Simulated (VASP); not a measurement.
# Si (Fd-3m) in VASP: single point with HF

Aim: the single point of Si with HF.

Program: VASP 6.6.1. These are calculated values, not measurements. Logs are shortened: lines on timing, memory, paths and dates and some standing lists are left out, and cuts for length are marked.

**1. The cell of the first run**

Symmetry: Fd-3m, No. 227, cubic system. Conventional cell: a = 5.444 Å, b = 5.444 Å, c = 5.444 Å, α = 90.00°, β = 90.00°, γ = 90.00°. Si (site symmetry -43m) has 4 Si at 2.36 Å within 3.1 Å.

**2. Single point, HF**

Input file POSCAR:

```
Si
1.0
    0.0000000000      2.7221197377      2.7221197377
    2.7221197377      0.0000000000      2.7221197377
    2.7221197377      2.7221197377      0.0000000000
Si
2
Direct
    0.2500000000      0.2500000000      0.2500000000
    0.0000000000      0.0000000000      0.0000000000
```

Input file INCAR.step1:

```
ALGO = Normal ; EDIFF = 1E-5
ENCUT = 520 ; GGA = PE
ISIF = 2 ; ISMEAR = 0
LASPH = T ; LCHARG = F
LREAL = F ; LWAVE = T
NBANDS = 11 ; NELM = 100
PREC = Accurate ; SIGMA = 0.01
```

Input file INCAR.step2:

```
AEXX = 1.0 ; AGGAC = 0.0
ALDAC = 0.0 ; ALGO = Normal
EDIFF = 1E-6 ; ENCUT = 520
GGA = PE ; ISIF = 2
ISMEAR = 0 ; ISTART = 1
LASPH = T ; LCHARG = F
LHFCALC = T ; LREAL = F
LWAVE = F ; NBANDS = 11
NELM = 100 ; PREC = Accurate
PRECFOCK = Normal ; SIGMA = 0.01
```

Input file KPOINTS:

```
k-points
0
Gamma
  6 6 6
```

Potentials or basis: VASP PAW PBE potentials, release 64 (Si).

Launch:

```
> cat potpaw_PBE.64/Si/POTCAR > POTCAR
> cp INCAR.step1 INCAR
> mpirun -np 1 vasp_std > vasp.out
> cp INCAR.step2 INCAR
> mpirun -np 1 vasp_std > vasp.out
```

OUTCAR:

```text
AEXX = 1.0
   EDIFF = 1E-6
   ENCUT = 520
   GGA = PE
   ISIF = 2
   ISMEAR = 0
   ISTART = 1
   LASPH = T
   LHFCALC = T
   LREAL = F
   NELM = 100
   PREC = Accurate
   PRECFOCK = Normal

 ion  position               nearest neighbor table
   1  0.250  0.250  0.250-   2 2.36   2 2.36   2 2.36   2 2.36
   2  0.000  0.000  0.000-   1 2.36   1 2.36   1 2.36   1 2.36

  LATTYP: Found a face centered cubic cell.
 ALAT       =     5.4442394754

  Lattice vectors:

 A1 = (   0.0000000000,   2.7221197377,   2.7221197377)
 A2 = (   2.7221197377,   0.0000000000,   2.7221197377)
 A3 = (   2.7221197377,   2.7221197377,   0.0000000000)

Analysis of symmetry for initial positions (statically):
=====================================================================
 Subroutine PRICEL returns:
 Original cell was already a primitive cell.

 Routine SETGRP: Setting up the symmetry group for a
 face centered cubic supercell.

 Subroutine GETGRP returns: Found 48 space group operations
 (whereof 24 operations were pure point group operations)
 out of a pool of 48 trial point group operations.

The static configuration has the point symmetry T_d .
 The point group associated with its full space group is O_h .

Analysis of symmetry for dynamics (positions and initial velocities):
=====================================================================
 Subroutine PRICEL returns:
 Original cell was already a primitive cell.

 Routine SETGRP: Setting up the symmetry group for a
 face centered cubic supercell.

 Subroutine GETGRP returns: Found 48 space group operations
 (whereof 24 operations were pure point group operations)
 out of a pool of 48 trial point group operations.

The dynamic configuration has the point symmetry T_d .
 The point group associated with its full space group is O_h .

 Subroutine INISYM returns: Found 48 space group operations
 (whereof 24 operations are pure point group operations),
 and found     1 'primitive' translations

----------------------------------------------------------------------------------------

                                     Primitive cell

  volume of cell :      40.3415

  direct lattice vectors                    reciprocal lattice vectors
     0.000000000  2.722119738  2.722119738    -0.183680384  0.183680384  0.183680384
     2.722119738  0.000000000  2.722119738     0.183680384 -0.183680384  0.183680384
     2.722119738  2.722119738  0.000000000     0.183680384  0.183680384 -0.183680384

  length of vectors
     3.849658651  3.849658651  3.849658651     0.318143758  0.318143758  0.318143758

  position of ions in fractional coordinates (direct lattice)
     0.250000000  0.250000000  0.250000000
     0.000000000  0.000000000  0.000000000

  ion indices of the primitive-cell ions
   primitive index   ion index
                 1           1
                 2           2

----------------------------------------------------------------------------------------

 KPOINTS: k-points

Automatic generation of k-mesh.
 Grid dimensions read from file:
 generate k-points for:    6    6    6

 Generating k-lattice:

  Cartesian coordinates                     Fractional coordinates (reciprocal lattice)
    -0.030613397  0.030613397  0.030613397     0.166666667  0.000000000  0.000000000
     0.030613397 -0.030613397  0.030613397     0.000000000  0.166666667  0.000000000
     0.030613397  0.030613397 -0.030613397     0.000000000  0.000000000  0.166666667

  Length of vectors
     0.053023960  0.053023960  0.053023960

  Shift w.r.t. Gamma in fractional coordinates (k-lattice)
     0.000000000  0.000000000  0.000000000

 Subroutine IBZKPT returns following result:
 ===========================================

 Found     16 irreducible k-points:

 Following reciprocal coordinates:
            Coordinates               Weight
  0.000000  0.000000  0.000000      1.000000
  0.166667  0.000000  0.000000      8.000000
  0.333333  0.000000  0.000000      8.000000
  0.500000  0.000000  0.000000      4.000000
  0.166667  0.166667  0.000000      6.000000
  0.333333  0.166667  0.000000     24.000000
[... 8 lines left out ...]
 -0.333333  0.333333  0.166667     24.000000
 -0.333333  0.500000  0.166667     12.000000
   k-points           NKPTS =     16   k-points in BZ     NKDIM =    216   number of bands    NBANDS=     11
   number of dos      NEDOS =    301   number of ions     NIONS =      2
   total plane-waves  NPLWV =  27000
   dimension x,y,z NGX =    30 NGY =   30 NGZ =   30
   dimension x,y,z NGXF=    60 NGYF=   60 NGZF=   60
   ions per type =               2
   NGX,Y,Z   is equivalent  to a cutoff of  12.96, 12.96, 12.96 a.u.
   NGXF,Y,Z  is equivalent  to a cutoff of  25.91, 25.91, 25.91 a.u.
 SYSTEM =  unknown system
   PREC   = accura    normal or accurate (medium, high low for compatibility)
   ISTART =      1    job   : 0-new  1-cont  2-samecut
   ICHARG =      0    charge: 1-file 2-atom 10-const
   ISPIN  =      1    spin polarized calculation?
   LNONCOLLINEAR =      F non collinear calculations
   LSORBIT =      F    spin-orbit coupling
   LASPH  =      T    aspherical Exc in radial PAW
   ENCUT  =  520.0 eV  38.22 Ry    6.18 a.u.   7.16  7.16  7.16*2*pi/ulx,y,z
   NELM   =    100;   NELMIN=  2; NELMDL=  0     # of ELM steps
   EDIFF  = 0.1E-05   stopping-criterion for ELM
   LREAL  =      F    real-space projection
   EDIFFG = 0.1E-04   stopping-criterion for IOM
   NSW    =      0    number of steps for IOM
   IBRION =     -1    ionic relax: 0-MD 1-quasi-New 2-CG
   NFREE  =      0    steps in history (QN), initial steepest desc. (CG)
   ISIF   =      2    stress and relaxation
   ISYM   =      3    0-nonsym 1-usesym 2-fastsym
   POTIM  = 0.5000    time-step for ionic-motion
   TEBEG  =    0.0;   TEEND  =   0.0 temperature during run
   PSTRESS=    0.0 pullay stress
   NELECT =       8.0000    total number of electrons
   NUPDOWN=      -1.0000    fix difference up-down
   EMIN   =  10.00;   EMAX   =-10.00  energy-range for DOS
   EFERMI =   0.00;   METHOD = LEGACY
   ISMEAR =     0;   SIGMA  =   0.01  broadening in eV -4-tet -1-fermi 0-gaus
   EFERMI_NEDOS =   21; number of points for ismear=-14 and -15
   IALGO  =     38    algorithm
   IMIX   =      1    mixing-type and parameters
     AMIX     =   0.40;   BMIX     =  1.00
     AMIX_MAG =   1.60;   BMIX_MAG =  1.00
  volume/ion in A,a.u.               =      20.17       136.12
  Fermi-wavevector in a.u.,A,eV,Ry     =   0.954672  1.804069 12.400336  0.911399
  Thomas-Fermi vector in A             =   2.083440
   LORBIT       =      0    0 simple, 1 ext, 2 COOP (PROOUT), +10 PAW based schemes
   GGA     = PE    functional components
   LHFCALC =     T    Hartree Fock is set to
   PRECFOCK=normal    Normal, Fast or Accurate (Low or Medium for compatibility)
   ENCUT4O =  -1.0   cutoff for four orbital integrals eV
   NKREDX  =     1    reduce k-point grid by
   NKREDY  =     1    reduce k-point grid by
   NKREDZ  =     1    reduce k-point grid by
   AEXX    =    1.0000 exact exchange contribution
   HFSCREEN=    0.0000 screening length (either q_TF or 0.3 A-1)
   HFSCREENC=   0.0000 screening length for correlation (either q_TF or 0.3 A-1)
   ENCUTFOCK=  -1.0 apply spherical cutoff to Coloumb kernel
   IVDW    =     0    specifies the selected vdW correction
   LEPSILON=     F    determine dielectric tensor
   LRPA    =     F    only Hartree local field effects (RPA)
 non-spin polarized calculation
 Gauss-broadening in eV      SIGMA  =   0.01
  energy-cutoff  :      520.00
  volume of cell :       40.34
 maximum number of plane-waves:      1106
 NGX is ok and might be reduce to    30
  NGX = 24; NGY = 24; NGZ = 24

 number of electron       8.0000001 magnetization

 Free energy of the ion-electron system (eV)
  ---------------------------------------------------
  ext. energy  EPLUGINS =         0.00000000
  ---------------------------------------------------
  free energy    TOTEN  =       -19.28964081 eV

  energy without entropy =      -19.28964081  energy(sigma->0) =      -19.28964081

 E-fermi :   3.9578     XC(G=0):   0.0000

 val. band max:        3.8659800283   @ k =   0.0000   0.0000   0.0000
 cond. band min:      10.5444959296   @ k =   0.3333   0.3333   0.0000
 fundamental gap:      6.6785159013
 Fermi energy:         3.9577881453

 k-point     1 :       0.0000    0.0000    0.0000
  band No.  band energies     occupation
      1     -13.1483      2.00000
      2       3.8660      2.00000
      3       3.8660      2.00000
      4       3.8660      2.00000
      5      13.0270      0.00000
      6      13.0270      0.00000
      7      13.0270      0.00000
      8      14.5250      0.00000
      9      18.8370      0.00000
     10      19.3523      0.00000
     11      19.3523      0.00000

 k-point     2 :       0.1667    0.0000    0.0000
  band No.  band energies     occupation
      1     -12.6398      2.00000
      2       0.8837      2.00000
      3       3.3542      2.00000
      4       3.3542      2.00000
      5      12.7619      0.00000
      6      13.8167      0.00000
      7      13.8167      0.00000
      8      16.7471      0.00000
      9      18.4750      0.00000
     10      18.4750      0.00000
     11      20.3020      0.00000

 k-point     3 :       0.3333    0.0000    0.0000
  band No.  band energies     occupation
      1     -11.2063      2.00000
      2      -3.4444      2.00000
      3       2.5881      2.00000
      4       2.5881      2.00000
      5      12.0289      0.00000
      6      14.1871      0.00000
      7      14.1871      0.00000
      8      19.1843      0.00000
      9      19.6697      0.00000
     10      19.6697      0.00000
     11      20.7701      0.00000
[... 155 lines left out ...]
 k-point    15 :      -0.3333    0.3333    0.1667
  band No.  band energies     occupation
      1      -8.5051      2.00000
      2      -5.7608      2.00000
      3      -1.3170      2.00000
      4       0.3818      2.00000
      5      13.6590      0.00000
      6      14.2120      0.00000
      7      17.2360      0.00000
      8      18.1662      0.00000
      9      19.4262      0.00000
     10      23.6094      0.00000
     11      24.5027      0.00000

 k-point    16 :      -0.3333    0.5000    0.1667
  band No.  band energies     occupation
      1      -7.0567      2.00000
      2      -7.0567      2.00000
      3      -0.8207      2.00000
      4      -0.8207      2.00000
      5      13.0031      0.00000
      6      13.0031      0.00000
      7      18.3352      0.00000
      8      18.3352      0.00000
      9      23.1552      0.00000
     10      23.1552      0.00000
     11      25.7275      0.00000

------------------------ aborting loop because EDIFF is reached ----------------------------------------

  FORCE on cell =-STRESS in cart. coord.  units (eV):
  Direction    XX          YY          ZZ          XY          YZ          ZX
  --------------------------------------------------------------------------------------
  -------------------------------------------------------------------------------------
  Total        0.6261834      0.6261834      0.6261834      0.0000000      0.0000000      0.0000000
  in kB       24.8691210     24.8691210     24.8691210      0.0000000      0.0000000      0.0000000
  external PRESSURE =      24.8691210 kB  Pullay stress =       0.0000000 kB

 VOLUME and BASIS-vectors are now :
 -----------------------------------------------------------------------------
  energy-cutoff  :      520.00
  volume of cell :       40.34
      direct lattice vectors                 reciprocal lattice vectors
     0.000000000  2.722119738  2.722119738    -0.183680384  0.183680384  0.183680384
     2.722119738  0.000000000  2.722119738     0.183680384 -0.183680384  0.183680384
     2.722119738  2.722119738  0.000000000     0.183680384  0.183680384 -0.183680384

 POSITION                                       TOTAL-FORCE (eV/Angst)
 -----------------------------------------------------------------------------------
      1.36106      1.36106      1.36106         0.000000      0.000000      0.000000
      0.00000      0.00000      0.00000        -0.000000     -0.000000     -0.000000
 -----------------------------------------------------------------------------------
    total drift:                                0.000000      0.000000      0.000000

  FREE ENERGIE OF THE ION-ELECTRON SYSTEM (eV)
  ---------------------------------------------------
  free  energy   TOTEN  =       -19.2896408094 eV

  energy  without entropy=      -19.2896408094  energy(sigma->0) =      -19.28964081
```

Run time: 7.6 min. Hardware: 1 thread of Intel Xeon Platinum 8488C (Sapphire Rapids), shared host; peak memory 0.17 GiB.

What came out:

| Item | Value |
| --- | --- |
| Free energy | -19.2896 eV |
| Pressure | 2.5 GPa |
| Band gap on the k mesh | 6.68 eV (least direct gap 9.16 eV) |

Caveat: the PAW data sets were made with another functional, which shifts forces and pressure a little. A k mesh can miss the band edges.
